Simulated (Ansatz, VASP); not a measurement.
**CdS in VASP and in Ansatz**

INCAR

```
SYSTEM = CdS
ALGO = Normal
EDIFF = 1E-7
ENCUT = 520
GGA = PE
ISIF = 2
ISMEAR = -1
ISPIN = 2
IVDW = 12
LASPH = .True.
LCHARG = .False.
LORBIT = 11
LREAL = .False.
LWAVE = .False.
MAGMOM = 0.5 0.5 0 0
NBANDS = 30
NELM = 150
PREC = Accurate
SIGMA = 0.01
```

File KPOINTS:

```
k-points
0
Gamma
  7 7 4
  0 0 0
```

File POSCAR:

```
CdS
1.0
    4.1500000000      0.0000000000      0.0000000000
   -2.0750000000      3.5940054257      0.0000000000
    0.0000000000      0.0000000000      6.7370000000
Cd S
2 2
Direct
    0.6666666667      0.3333333333      0.5000000000
    0.3333333333      0.6666666667      0.0000000000
    0.6666666667      0.3333333333      0.8750000000
    0.3333333333      0.6666666667      0.3750000000
```

File input.yaml:

```yaml
crystal:
  lattice: { a: 4.15, b: 4.15, c: 6.737, alpha: 90.0, beta: 90.0, gamma: 120.0 }
  atoms:
    - { symbol: Cd, position: [0.6666666667, 0.3333333333, 0.5], spin: 0.5 }
    - { symbol: Cd, position: [0.3333333333, 0.6666666667, 0.0], spin: 0.5 }
    - { symbol: S, position: [0.6666666667, 0.3333333333, 0.875] }
    - { symbol: S, position: [0.3333333333, 0.6666666667, 0.375] }
kpoints:
  mp_grid: { grid: [7, 7, 4] }
  band_path:
    path:
      - [0.0, 0.0, 0.0]
      - [0.5, 0.0, 0.0]
      - [0.3333333333, 0.3333333333, 0.0]
      - [0.0, 0.0, 0.0]
      - [0.0, 0.0, 0.5]
      - [0.5, 0.0, 0.5]
      - [0.3333333333, 0.3333333333, 0.5]
      - [0.0, 0.0, 0.5]
    npoints: 10
scf:
  occupations: { method: fermi_dirac, width: 0.01 }
hamiltonian:
  xc: pbe
  dispersion: d3bj
  pseudopotentials: { kind: all_electron, datasets: crystal }
magnetization:
  spin_polarized: true
output:
  forces: true
  stress: true
  eigenvalues: true
  fatbands: false
  dos: { projected: true, de: 0.1, e_range: [-10, 8] }
```

Alike in both runs: functional PBE; dispersion D3(BJ); k mesh 7 × 7 × 4; occupations fermi-dirac, width 0.01 eV; collinear spin.

|  | VASP | Ansatz |
| --- | --- | --- |
| version | VASP 6.6.1 | Ansatz 0.2.0 |
| potentials or method | VASP PAW PBE potentials, release 64 (Cd, S), cutoff 520 eV | all-electron PAW datasets made for the crystal |
| task | single point | projected density of states |

Ansatz gave:

| Property | Result |
| --- | --- |
| gap on the k mesh at the Fermi level (eV) | 1.20 |
| least direct gap on the mesh (eV) | 1.20 |
| pressure (GPa) | -0.1 |
| traceless stress, the component that is largest in VASP (GPa) | 0.44 |
| rms of the force components (eV/Å) | 0.038 |
| net moment per atom (μB) | 0.00 |

Q: Which values does VASP return?

A: gap on the k mesh at the Fermi level (eV): 1.20; least direct gap on the mesh (eV): 1.20; pressure (GPa): 0.3; traceless stress, the component that is largest in VASP (GPa): 0.45; rms of the force components (eV/Å): 0.039; net moment per atom (μB): 0.00.

Atom by atom the forces differ by 0.001 eV/Å (rms over components). Ansatz ran all-electron here, and VASP with PAW potentials.

Noted on Ansatz's run: the program warned that the printed levels may be off, so bands, gaps and densities of states are rough.
